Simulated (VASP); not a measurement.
Set up this calculation in VASP 6.6.1, as the native input.

```yaml
Task: single point
Functional: PBEsol
Potentials_or_basis: VASP PAW PBE potentials, release 64 (Cs_sv)
Cutoff: 500 eV
k_mesh: 5 × 5 × 5
Occupations: fermi-dirac, width 0.05 eV
Spin: no spin polarisation
Dipole_correction: no
Further_INCAR_settings: ALGO = Normal; EDIFF = 1e-06; NBANDS = 10
```

The structure of Cs lies in POSCAR:

```
Cs
1.0
   -2.9763383172      2.9763383172      2.9763383172
    2.9763383172     -2.9763383172      2.9763383172
    2.9763383172      2.9763383172     -2.9763383172
Cs
1
Direct
    0.0000000000      0.0000000000      0.0000000000
```

One way to write it, as run:

INCAR

```
SYSTEM = Cs
PREC     = Accurate       ! precision mode
ENCUT    = 500            ! plane-wave cutoff, eV
EDIFF    = 1E-6           ! SCF threshold, eV
ISMEAR   = -1             ! smearing method
SIGMA    = 0.05           ! smearing width, eV
LREAL    = .FALSE.        ! projectors in reciprocal space
LASPH    = .TRUE.         ! aspherical terms in the spheres
NELM     = 120            ! most SCF steps
ALGO     = Normal         ! electronic algorithm
ISIF     = 2              ! what is computed and relaxed
LWAVE    = .FALSE.        ! write WAVECAR
LCHARG   = .FALSE.        ! write CHGCAR
GGA      = PS             ! functional
NBANDS   = 10             ! bands
GGA_COMPAT= .FALSE.
```

KPOINTS

```
Automatic mesh
0
G
  5 5 5
  0 0 0
```

Potentials or basis: VASP PAW PBE potentials, release 64 (Cs_sv).

The run is started by

```bash
$ cat potpaw_PBE.64/Cs_sv/POTCAR > POTCAR
$ mpirun -np 1 vasp_std > vasp.out
```

It gave:

* Pressure: 0.0 GPa

Caveat: the PAW data sets were made with another functional, which shifts forces and pressure a little.

It took 17 s on 1 thread of Intel Xeon 8259CL, with other jobs on the host, peak memory 0.22 GiB.
